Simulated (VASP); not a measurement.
Input of a VASP 6.6.1 run:

Contents of INCAR:

```
SYSTEM = Cr
  PREC = Accurate
  ENCUT = 520
  EDIFF = 1E-6
  ISMEAR = 0
  SIGMA = 0.15
  LREAL = .FALSE.
  LASPH = .TRUE.
  NELM = 100
  ALGO = Fast
  ISIF = 2
  LWAVE = .FALSE.
  LCHARG = .FALSE.
  GGA = PE
  NBANDS = 12
```

The input KPOINTS:

```
Automatic mesh
0
G
  26 26 26
  0 0 0
```

The input POSCAR:

```
Cr
1.0
   -1.4617051946      1.4617051946      1.4032369868
    1.4617051946     -1.4617051946      1.4032369868
    1.4617051946      1.4617051946     -1.4032369868
Cr
1
Direct
    0.0000000000      0.0000000000      0.0000000000
```

Potentials or basis: VASP PAW PBE potentials, release 64 (Cr_pv).

Run with:

```console
$ cat potpaw_PBE.64/Cr_pv/POTCAR > POTCAR
$ mpirun -np 1 vasp_std > vasp.out
```

Q: Predict the pressure.

A: -9.1 GPa.

Q: What does it give for the band gap on the k mesh?

A: Zero (band 6 reaches 12.74 eV, above the bottom of band 7 at 9.64 eV).

Stress tensor (GPa, compression positive):
```
-13.43   0.00   0.00
  0.00 -13.43   0.00
  0.00   0.00  -0.37
```

Caveat: the run has no spin polarisation, though such a crystal can be magnetic. Spin polarisation is off, so any magnetic state and its effect on volume and gap are missing.
